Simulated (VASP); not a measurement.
# SrTiO3 (P4/mmm) in VASP: a series of runs

The runs below take SrTiO3 through single point, with r2SCAN.

Program: VASP 6.6.1. These are calculated values, not measurements. Logs are shortened: lines on timing, memory, paths and dates and some standing lists are left out, and cuts for length are marked.

### Step 1. The cell of the first run

It takes space group P4/mmm (No. 123, tetragonal). The conventional cell has a = 3.907 Å, b = 3.907 Å, c = 3.790 Å, α = 90.00°, β = 90.00°, γ = 90.00°. Within 3.6 Å of Sr (site symmetry 4/mmm) lie 12 O at 2.72 to 2.76 Å and 8 Ti at 3.35 Å. Within 2.5 Å of Ti (site symmetry 4/mmm) lie 6 O at 1.89 to 1.95 Å. Within 2.5 Å of O (site symmetry 4/mmm) lie 2 Ti at 1.89 Å. Within 2.6 Å of O (site symmetry mmm) lie 2 Ti at 1.95 Å.

### Step 2. Single point, r2SCAN (uniaxial z strain -3.0%)

POSCAR

```
SrTiO3
1.0
    3.9068515016      0.0000000000      0.0000000000
    0.0000000000      3.9068515016      0.0000000000
    0.0000000000      0.0000000000      3.7896459565
Sr Ti O
1 1 3
Direct
    0.0000000000      0.0000000000      0.0000000000
    0.5000000000      0.5000000000      0.5000000000
    0.5000000000      0.5000000000      0.0000000000
    0.5000000000      0.0000000000      0.5000000000
    0.0000000000      0.5000000000      0.5000000000
```

INCAR.step1

```
SYSTEM = SrTiO3
PREC = Accurate ; ENCUT = 520
ISMEAR = 0 ; SIGMA = 0.01
LREAL = .False. ; LASPH = .True.
NELM = 60 ; NBANDS = 28
GGA = PE ; ALGO = Normal
EDIFF = 1E-4 ; LWAVE = .True.
LCHARG = .False.
```

INCAR.step2

```
SYSTEM = SrTiO3
PREC = Accurate ; ENCUT = 520
EDIFF = 1E-6 ; ISMEAR = 0
SIGMA = 0.01 ; LREAL = .False.
LASPH = .True. ; NELM = 60
ALGO = Normal ; ISIF = 2
LWAVE = .False. ; LCHARG = .False.
METAGGA = R2SCAN ; LMIXTAU = .True.
NBANDS = 28 ; ISTART = 1
```

KPOINTS

```
Automatic mesh
0
Gamma
  6 6 6
  0 0 0
```

Potentials or basis: VASP PAW PBE potentials, release 64 (Sr_sv, Ti_sv, O).

The run is started by

```sh
cat potpaw_PBE.64/Sr_sv/POTCAR potpaw_PBE.64/Ti_sv/POTCAR potpaw_PBE.64/O/POTCAR > POTCAR
cp INCAR.step1 INCAR
mpirun -np 1 vasp_std > vasp.out
cp INCAR.step2 INCAR
mpirun -np 1 vasp_std > vasp.out
```

OUTCAR:

```text
SYSTEM = SrTiO3
   PREC = Accurate
   ENCUT = 520
   EDIFF = 1E-6
   ISMEAR = 0
   LREAL = .False.
   LASPH = .True.
   NELM = 60
   ISIF = 2
   METAGGA = R2SCAN
   ISTART = 1

 ion  position               nearest neighbor table
   1  0.000  0.000  0.000-   4 2.72   5 2.72   4 2.72   5 2.72   5 2.72   5 2.72   4 2.72   4 2.72
                             3 2.76   3 2.76   3 2.76   3 2.76   2 3.35   2 3.35   2 3.35   2 3.35
   2  0.500  0.500  0.500-   3 1.89   3 1.89   5 1.95   4 1.95   4 1.95   5 1.95   1 3.35   1 3.35
                             1 3.35   1 3.35   1 3.35   1 3.35   1 3.35   1 3.35
   3  0.500  0.500  0.000-   2 1.89   2 1.89   1 2.76   1 2.76   1 2.76   1 2.76
   4  0.500  0.000  0.500-   2 1.95   2 1.95   1 2.72   1 2.72   1 2.72   1 2.72
   5  0.000  0.500  0.500-   2 1.95   2 1.95   1 2.72   1 2.72   1 2.72   1 2.72

  LATTYP: Found a simple tetragonal cell.
 ALAT       =     3.9068515016
 C/A-ratio  =     0.9700000000

  Lattice vectors:

 A1 = (   3.9068515016,   0.0000000000,   0.0000000000)
 A2 = (   0.0000000000,   3.9068515016,   0.0000000000)
 A3 = (   0.0000000000,   0.0000000000,   3.7896459565)

Analysis of symmetry for initial positions (statically):
=====================================================================
 Subroutine PRICEL returns:
 Original cell was already a primitive cell.

 Routine SETGRP: Setting up the symmetry group for a
 simple tetragonal supercell.

 Subroutine GETGRP returns: Found 16 space group operations
 (whereof 16 operations were pure point group operations)
 out of a pool of 16 trial point group operations.

The static configuration has the point symmetry D_4h.

Analysis of symmetry for dynamics (positions and initial velocities):
=====================================================================
 Subroutine PRICEL returns:
 Original cell was already a primitive cell.

 Routine SETGRP: Setting up the symmetry group for a
 simple tetragonal supercell.

 Subroutine GETGRP returns: Found 16 space group operations
 (whereof 16 operations were pure point group operations)
 out of a pool of 16 trial point group operations.

The dynamic configuration has the point symmetry D_4h.

 Subroutine INISYM returns: Found 16 space group operations
 (whereof 16 operations are pure point group operations),
 and found     1 'primitive' translations

[... 101 lines left out ...]
   LREAL  =      F    real-space projection
   EDIFFG = 0.1E-04   stopping-criterion for IOM
   NSW    =      0    number of steps for IOM
   IBRION =     -1    ionic relax: 0-MD 1-quasi-New 2-CG
   NFREE  =      0    steps in history (QN), initial steepest desc. (CG)
   ISIF   =      2    stress and relaxation
   ISYM   =      2    0-nonsym 1-usesym 2-fastsym
   POTIM  = 0.5000    time-step for ionic-motion
   TEBEG  =    0.0;   TEEND  =   0.0 temperature during run
   PSTRESS=    0.0 pullay stress
   NELECT =      40.0000    total number of electrons
   NUPDOWN=      -1.0000    fix difference up-down
   EMIN   =  10.00;   EMAX   =-10.00  energy-range for DOS
   EFERMI =   0.00;   METHOD = LEGACY
   ISMEAR =     0;   SIGMA  =   0.01  broadening in eV -4-tet -1-fermi 0-gaus
   EFERMI_NEDOS =   21; number of points for ismear=-14 and -15
   IALGO  =     38    algorithm
   IMIX   =      4    mixing-type and parameters
     AMIX     =   0.40;   BMIX     =  1.00
     AMIX_MAG =   1.60;   BMIX_MAG =  1.00
  volume/ion in A,a.u.               =      11.57        78.07
  Fermi-wavevector in a.u.,A,eV,Ry     =   1.447696  2.735749 28.515409  2.095823
  Thomas-Fermi vector in A             =   2.565621
   LORBIT       =      0    0 simple, 1 ext, 2 COOP (PROOUT), +10 PAW based schemes
   METAGGA = R2SCAN    functional components
   LHFCALC =     F    Hartree Fock is set to
   AEXX    =    0.0000 exact exchange contribution
   IVDW    =     0    specifies the selected vdW correction
   LEPSILON=     F    determine dielectric tensor
   LRPA    =     F    only Hartree local field effects (RPA)
 non-spin polarized calculation
 Gauss-broadening in eV      SIGMA  =   0.01
  energy-cutoff  :      520.00
  volume of cell :       57.84
 maximum number of plane-waves:      1580
 NGX is ok and might be reduce to    30
   NGX = 15   NGY = 15   NGZ = 15

 number of electron      40.0000004 magnetization

 Free energy of the ion-electron system (eV)
  ---------------------------------------------------
  ext. energy  EPLUGINS =         0.00000000
  ---------------------------------------------------
  free energy    TOTEN  =       -63.24915995 eV

  energy without entropy =      -63.24915995  energy(sigma->0) =      -63.24915995

 E-fermi :   4.2521     XC(G=0): -12.1012

 val. band max:        4.1082072197   @ k =   0.5000   0.5000   0.5000
 cond. band min:       6.3932085604   @ k =   0.0000   0.0000   0.0000
 fundamental gap:      2.2850013407
 Fermi energy:         4.2521412102

 k-point     1 :       0.0000    0.0000    0.0000
  band No.  band energies     occupation
      1     -54.4440      2.00000
      2     -29.6913      2.00000
      3     -29.6909      2.00000
      4     -29.6513      2.00000
      5     -29.6513      2.00000
      6     -14.4560      2.00000
[... 733 lines left out ...]
     27      13.1251      0.00000
     28      14.0117      0.00000

 [... further k-points ...]

------------------------ aborting loop because EDIFF is reached ----------------------------------------

  FORCE on cell =-STRESS in cart. coord.  units (eV):
  Direction    XX          YY          ZZ          XY          YZ          ZX
  --------------------------------------------------------------------------------------
  -------------------------------------------------------------------------------------
  Total        1.6125139      1.6125139      4.8985221      0.0000000     -0.0000000      0.0000000
  in kB       44.6644091     44.6644091    135.6823032      0.0000000     -0.0000000      0.0000000
  external PRESSURE =      75.0037071 kB  Pullay stress =       0.0000000 kB

 VOLUME and BASIS-vectors are now :
 -----------------------------------------------------------------------------
  energy-cutoff  :      520.00
  volume of cell :       57.84
      direct lattice vectors                 reciprocal lattice vectors
     3.906851502  0.000000000  0.000000000     0.255960586  0.000000000  0.000000000
     0.000000000  3.906851502  0.000000000     0.000000000  0.255960586  0.000000000
     0.000000000  0.000000000  3.789645956     0.000000000  0.000000000  0.263876893

 POSITION                                       TOTAL-FORCE (eV/Angst)
 -----------------------------------------------------------------------------------
      0.00000      0.00000      0.00000         0.000000      0.000000      0.000000
      1.95343      1.95343      1.89482         0.000000      0.000000      0.000000
      1.95343      1.95343      0.00000         0.000000      0.000000      0.000000
      1.95343      0.00000      1.89482         0.000000      0.000000      0.000000
      0.00000      1.95343      1.89482         0.000000      0.000000      0.000000
 -----------------------------------------------------------------------------------
    total drift:                                0.000000      0.000000     -0.000000

  FREE ENERGIE OF THE ION-ELECTRON SYSTEM (eV)
  ---------------------------------------------------
  free  energy   TOTEN  =       -63.2491599495 eV

  energy  without entropy=      -63.2491599495  energy(sigma->0) =      -63.24915995
```

OUTCAR.step1:

```text
SYSTEM = SrTiO3
   PREC = Accurate
   ENCUT = 520
   ISMEAR = 0
   LREAL = .False.
   LASPH = .True.
[... 980 lines left out ...]
      1.95343      1.95343      0.00000         0.000000      0.000000      0.000000
      1.95343      0.00000      1.89482         0.000000      0.000000      0.000000
      0.00000      1.95343      1.89482         0.000000      0.000000      0.000000
 -----------------------------------------------------------------------------------
    total drift:                                0.000000      0.000000     -0.000000

  FREE ENERGIE OF THE ION-ELECTRON SYSTEM (eV)
  ---------------------------------------------------
  free  energy   TOTEN  =       -39.9584262409 eV

  energy  without entropy=      -39.9584262409  energy(sigma->0) =      -39.95842624
```

Wall time 7.4 min (1 thread of Intel Xeon 8259CL, shared host); peak memory 0.22 GiB.

What came out:

```yaml
Free_energy: -63.2492 eV
Pressure: 7.5 GPa
Band_gap_on_the_k_mesh: 2.29 eV (least direct gap 2.65 eV)
```

Caveat: the cell differs from its parent crystal (uniaxial z strain -3.0%); the cell stands under pressure; the PAW data sets were made with another functional, which shifts forces and pressure a little. A k mesh can miss the band edges.

### Step 3. Single point, r2SCAN (uniaxial z strain -2.0%)

Changes to POSCAR since step 2:

```diff
@@ -4,3 +4,3 @@
     0.0000000000      3.9068515016      0.0000000000
-    0.0000000000      0.0000000000      3.7896459565
+    0.0000000000      0.0000000000      3.8287144715
 Sr Ti O
```

INCAR.step1

```
SYSTEM = SrTiO3
ALGO = Normal ; EDIFF = 1E-4
ENCUT = 520 ; GGA = PE
ISMEAR = 0 ; LASPH = .TRUE.
LCHARG = .FALSE. ; LREAL = .FALSE.
LWAVE = .TRUE. ; NBANDS = 28
NELM = 100 ; PREC = Accurate
SIGMA = 0.01
```

INCAR.step2

```
SYSTEM = SrTiO3
ALGO = Normal ; EDIFF = 1E-6
ENCUT = 520 ; ISIF = 2
ISMEAR = 0 ; ISTART = 1
LASPH = .TRUE. ; LCHARG = .FALSE.
LMIXTAU = .TRUE. ; LREAL = .FALSE.
LWAVE = .FALSE. ; METAGGA = R2SCAN
NBANDS = 28 ; NELM = 100
PREC = Accurate ; SIGMA = 0.01
```

KPOINTS

```
k-points
0
G
  6 6 6
  0 0 0
```

Potentials or basis: VASP PAW PBE potentials, release 64 (Sr_sv, Ti_sv, O).

The run is started by

```sh
cat potpaw_PBE.64/Sr_sv/POTCAR potpaw_PBE.64/Ti_sv/POTCAR potpaw_PBE.64/O/POTCAR > POTCAR
cp INCAR.step1 INCAR
mpirun -np 1 vasp_std > vasp.out
cp INCAR.step2 INCAR
mpirun -np 1 vasp_std > vasp.out
```

Run time: 6.8 min. Hardware: 1 thread of Intel Xeon 8259CL, shared host; peak memory 0.22 GiB.

Results (log left out):

- Free energy: -63.2917 eV
- Pressure: 5.1 GPa
- Band gap on the k mesh: 2.28 eV (least direct gap 2.65 eV)

Stress tensor (GPa, compression positive):
```
3.21 0.00 0.00
0.00 3.21 0.00
0.00 0.00 8.91
```

Levels at points of the mesh, in eV from the valence-band top:
| k point | band 18 | band 19 | band 20 | band 21 | band 22 | band 23 |
| --- | --- | --- | --- | --- | --- | --- |
| (0.00, 0.00, 0.00) | -0.39 | -0.39 | -0.37 | 2.28 | 2.32 | 2.32 |
| (0.50, 0.00, 0.00) | -2.07 | -0.78 | -0.77 | 2.48 | 4.21 | 4.21 |
| (0.50, 0.50, 0.00) | -1.72 | -1.72 | -0.15 | 4.22 | 4.22 | 4.69 |
| (0.00, 0.00, 0.50) | -2.09 | -0.80 | -0.80 | 2.47 | 4.41 | 4.41 |
| (0.50, 0.00, 0.50) | -1.60 | -1.60 | -0.09 | 4.22 | 4.42 | 4.82 |
| (0.50, 0.50, 0.50) | -0.04 | 0.00 | 0.00 | 4.93 | 5.05 | 5.05 |

Caveat: the cell differs from its parent crystal (uniaxial z strain -2.0%); the cell stands under pressure; the PAW data sets were made with another functional, which shifts forces and pressure a little. A k mesh can miss the band edges.

### Step 4. Single point, r2SCAN (uniaxial z strain -1.0%)

Changes to POSCAR since step 3:

```diff
@@ -4,3 +4,3 @@
     0.0000000000      3.9068515016      0.0000000000
-    0.0000000000      0.0000000000      3.8287144715
+    0.0000000000      0.0000000000      3.8677829865
 Sr Ti O
```

INCAR.step1

```
  PREC = Accurate
  ENCUT = 520
  ISMEAR = 0
  SIGMA = 0.01
  LREAL = F
  LASPH = T
  NELM = 60
  NBANDS = 28
  GGA = PE
  ALGO = Normal
  EDIFF = 1E-4
  LWAVE = T
  LCHARG = F
```

INCAR.step2

```
  PREC = Accurate
  ENCUT = 520
  EDIFF = 1E-6
  ISMEAR = 0
  SIGMA = 0.01
  LREAL = F
  LASPH = T
  NELM = 60
  ALGO = Normal
  ISIF = 2
  LWAVE = F
  LCHARG = T
  METAGGA = R2SCAN
  LMIXTAU = T
  LELF = T
  LVHAR = T
  NBANDS = 28
  ISTART = 1
```

KPOINTS

```
regular mesh
0
Gamma
  6 6 6
```

The run is started by

```sh
cat potpaw_PBE.64/Sr_sv/POTCAR potpaw_PBE.64/Ti_sv/POTCAR potpaw_PBE.64/O/POTCAR > POTCAR
cp INCAR.step1 INCAR
mpirun -np 1 vasp_std > vasp.out
cp INCAR.step2 INCAR
mpirun -np 1 vasp_std > vasp.out
```

It took 7.1 min on 1 thread of Intel Xeon 8259CL, shared host; peak memory 0.22 GiB.

It converged, with:

| Item | Value |
| --- | --- |
| Free energy | -63.3177 eV |
| Pressure | 2.9 GPa |
| Band gap on the k mesh | 2.28 eV (least direct gap 2.66 eV) |

Stress tensor (GPa, compression positive):
```
2.05 0.00 0.00
0.00 2.05 0.00
0.00 0.00 4.71
```

Levels at points of the mesh, in eV from the valence-band top:
```csv
k point,band 17,band 18,band 19,band 20,band 21,band 22,band 23,band 24
"(0.00, 0.00, 0.00)",-1.21,-0.39,-0.39,-0.38,2.28,2.30,2.30,4.62
"(0.50, 0.00, 0.00)",-2.35,-2.04,-0.78,-0.77,2.46,4.19,4.19,4.69
"(0.50, 0.50, 0.00)",-1.79,-1.66,-1.66,-0.12,4.20,4.20,4.68,5.79
"(0.00, 0.00, 0.50)",-2.47,-2.04,-0.78,-0.78,2.45,4.29,4.29,4.63
"(0.50, 0.00, 0.50)",-1.80,-1.60,-1.60,-0.09,4.20,4.30,4.74,5.69
"(0.50, 0.50, 0.50)",-3.77,-0.02,0.00,0.00,4.90,4.96,4.96,7.63
```

Caveat: the cell differs from its parent crystal (uniaxial z strain -1.0%); the PAW data sets were made with another functional, which shifts forces and pressure a little.

### Step 5. Overview

| cell | gap on the mesh (eV) | pressure (GPa) |
| --- | --- | --- |
| a = 3.907, b = 3.907, c = 3.790 Å, 5 atoms | 2.29 | 7.5 |
| a = 3.907, b = 3.907, c = 3.829 Å, 5 atoms | 2.28 | 5.1 |
| a = 3.907, b = 3.907, c = 3.868 Å, 5 atoms | 2.28 | 2.9 |

Alike in all rows: task single point; level r2SCAN; potentials or basis VASP PAW PBE potentials, release 64 (Sr_sv, Ti_sv, O); no spin polarisation; k mesh 6 × 6 × 6; cutoff (eV) 520; smearing gaussian 0.01 eV.

Caveats: the PAW data sets were made with another functional, which shifts forces and pressure a little; the cell stands under pressure (at least some runs).

Total energies depend on the potentials used, so only differences within one code and one set of settings carry meaning.
